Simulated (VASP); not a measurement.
Wanted: the native input for a VASP 6.6.1 run.

```yaml
Task: single point
Functional: PBE
Potentials_or_basis: VASP PAW PBE potentials, release 64 (Pt)
Cutoff: 520 eV
k_mesh: 22 × 22 × 22
Occupations: gaussian, width 0.15 eV
Spin: no spin polarisation
Dipole_correction: no
Further_INCAR_settings: ALGO = Fast; EDIFF = 1e-06; NBANDS = 11
```

The structure of Pt lies in POSCAR:

```
Pt
1.0
    0.0000000000      2.1151265225      1.9579726218
    2.1151265225      0.0000000000      1.9579726218
    2.1151265225      2.1151265225      0.0000000000
Pt
1
Direct
    0.0000000000      0.0000000000      0.0000000000
```

The input as run:

INCAR

```
SYSTEM = Pt
  ALGO = Fast
  EDIFF = 1E-6
  ENCUT = 520
  GGA = PE
  ISIF = 2
  ISMEAR = 0
  LASPH = .TRUE.
  LCHARG = .FALSE.
  LREAL = .FALSE.
  LWAVE = .FALSE.
  NBANDS = 11
  NELM = 80
  PREC = Accurate
  SIGMA = 0.15
```

KPOINTS

```
k-points
0
G
  22 22 22
  0 0 0
```

Potentials or basis: VASP PAW PBE potentials, release 64 (Pt).

The run is started by

```sh
$ cat potpaw_PBE.64/Pt/POTCAR > POTCAR
$ mpirun -np 1 vasp_std > vasp.out
```

Results of the run:

```yaml
Pressure: -20.4 GPa
Band_gap_on_the_k_mesh: zero (bands 5 and 6 overlap by 1.98 eV)
```

Caveat: the cell stands under tension; spin-orbit coupling is left out, which moves the levels of the heavy elements.

Run time: 48 s on 1 thread of Intel(R) Xeon(R) 6975P-C (Granite Rapids), with other jobs on the host, peak memory 0.27 GiB.
